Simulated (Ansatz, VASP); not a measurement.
# BN in VASP and in Ansatz

Contents of INCAR:

```
SYSTEM = BN
PREC     = Accurate       ! precision mode
ENCUT    = 520            ! plane-wave cutoff, eV
EDIFF    = 1E-7           ! SCF threshold, eV
ISMEAR   = -1             ! smearing method
SIGMA    = 0.02           ! smearing width, eV
LREAL    = .False.        ! projectors in reciprocal space
LASPH    = .True.         ! aspherical terms in the spheres
NELM     = 80             ! most SCF steps
ALGO     = Normal         ! electronic algorithm
ISIF     = 2              ! what is computed and relaxed
LWAVE    = .False.        ! write WAVECAR
LCHARG   = .False.        ! write CHGCAR
LDIPOL   = .True.       
IDIPOL   = 3            
DIPOL    = 0.5 0.5 0.500
GGA      = PE             ! functional
NBANDS   = 26             ! bands
```

KPOINTS

```
Automatic mesh
0
Gamma
  12 8 1
  0 0 0
```

Contents of POSCAR:

```
BN
1.0
    2.5630581729      0.0000000000      0.0000000000
    0.0000000000      3.6247116293      0.0000000000
    0.0000000000      0.0000000000     19.8446000000
B N
4 4
Direct
    0.0000000000      0.8750000000      0.4031326593
    0.5000000000      0.3750000000      0.4677108862
    0.0000000000      0.8750000000      0.5322891134
    0.5000000000      0.3750000000      0.5968673407
    0.5000000000      0.6250000000      0.4031326593
    0.0000000000      0.1250000000      0.4677108862
    0.5000000000      0.6250000000      0.5322891134
    0.0000000000      0.1250000000      0.5968673407
```

Input for Ansatz:

```yaml
crystal:
  lattice:
    - [2.5630581729, 0.0, 0.0]
    - [0.0, 3.6247116293, 0.0]
    - [0.0, 0.0, 19.8446]
  atoms:
    - { symbol: B, position: [0.0, 0.875, 0.4031326593] }
    - { symbol: "N", position: [0.5, 0.625, 0.4031326593] }
    - { symbol: B, position: [0.5, 0.375, 0.4677108862] }
    - { symbol: "N", position: [0.0, 0.125, 0.4677108862] }
    - { symbol: B, position: [0.0, 0.875, 0.5322891134] }
    - { symbol: "N", position: [0.5, 0.625, 0.5322891134] }
    - { symbol: B, position: [0.5, 0.375, 0.5968673407] }
    - { symbol: "N", position: [0.0, 0.125, 0.5968673407] }
kpoints:
  mp_grid: { grid: [12, 8, 1] }
scf:
  occupations: { method: fermi_dirac, width: 0.02 }
hamiltonian:
  xc: pbe
  pseudopotentials: { kind: all_electron, lapw: { basis_error: 0.001 } }
output:
  forces: true
  stress: true
  eigenvalues: true
  populations: true
  dos: { projected: true, de: 0.2, e_range: [-14, 8] }
efield:
  axis: 3
  amplitude: 0
  dipole_correction: true
```

Alike in both runs: task single point; functional PBE; k mesh 12 × 8 × 1; occupations fermi-dirac, width 0.02 eV; no spin polarisation.

|  | VASP | Ansatz |
| --- | --- | --- |
| version | VASP 6.6.1 | Ansatz 0.2.0 |
| potentials or method | VASP PAW PBE potentials, release 64 (B, N), cutoff 520 eV | all-electron LAPW, scalar-relativistic |

VASP gave:

```
gap on the k mesh at the Fermi level (eV) : 1.92
rms of the force components (eV/Å)        : 2.237
```

Which values does Ansatz return?

gap on the k mesh at the Fermi level (eV): 1.92; rms of the force components (eV/Å): 2.242.

Ansatz ran all-electron here, and VASP with PAW potentials.
